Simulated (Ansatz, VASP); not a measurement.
# Au: VASP beside Ansatz

```
Au
1.0
     2.92399    0.00000    0.00000
    -1.46199    2.53225    0.00000
     0.00000    0.00000    4.66162
Au
2
Direct
  0.33333 0.66667 0.75000
  0.66667 0.33333 0.25000
```

Change from the starting cell: band edges of the strained film's bulk.

Alike in both runs: task single point; functional PBEsol; k mesh 12 × 12 × 8; occupations gaussian, width 0.1 eV; no spin polarisation.

```csv
,VASP,Ansatz
version,VASP 6.6.1,Ansatz 0.2.0
potentials or method,"VASP PAW PBE potentials, release 64 (Au), cutoff 520 eV","scalar-relativistic, plane waves, PAW"
valence electrons in the cell,22,38
```

Ansatz gave:

```
gap on the k mesh at the Fermi level (eV)                     : none
pressure (GPa)                                                : -1.8
traceless stress, the component that is largest in VASP (GPa) : 1.81
```

Task: Which values does VASP return?

Result: gap on the k mesh at the Fermi level (eV): none; pressure (GPa): -2.1; traceless stress, the component that is largest in VASP (GPa): 1.80.

VASP's potentials were made for PBE, not for PBEsol. A gap of «none» marks a metal or a gap that the smearing closes. VASP's potentials hold 22 valence electrons a cell and Ansatz's 38, so a difference there can come from the potentials and not from the codes.

Neither program's run includes spin-orbit coupling.
